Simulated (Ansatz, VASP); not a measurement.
**One calculation of Nb2W, two programs**

```xyz
6
Lattice="3.0985 0.0000 0.0000 -1.5492 2.6834 0.0000 0.0000 0.0000 13.0555" Properties=species:S:1:pos:R:3 pbc="T T T"
Nb    0.0000    1.7889    7.7157
Nb    1.5492    0.8945    1.1880
Nb    0.0000    1.7889   11.8675
Nb    1.5492    0.8945    5.3398
W     0.0000    1.7889    3.2639
W     1.5492    0.8945    9.7916
```

Alike in both runs: functional PBE; k mesh 6 × 6 × 2; occupations gaussian, width 0.1 eV; no spin polarisation.

Ansatz relaxed the structure, and its values are those at the end. VASP's run is a single point on that final structure, the one shown.

|  | VASP | Ansatz |
| --- | --- | --- |
| version | VASP 6.6.1 | Ansatz 0.2.0 |
| potentials or method | VASP PAW PBE potentials, release 64 (Nb_sv, W_sv), cutoff 520 eV | scalar-relativistic, plane waves, PAW |
| valence electrons in the cell | 80 | 80 |

|  | VASP | Ansatz | Ansatz less VASP |
| --- | --- | --- | --- |
| gap on the k mesh at the Fermi level (eV) | none | none | - |
| pressure (GPa) | -0.1 | -0.1 | +0.07 |
| rms of the force components (eV/Å) | 0.007 | 0.003 | -0.0041 |

A gap of «none» marks a metal or a gap that the smearing closes.

The k mesh is coarse, so the values compare programs but aren't converged. Spin-orbit coupling is off throughout.
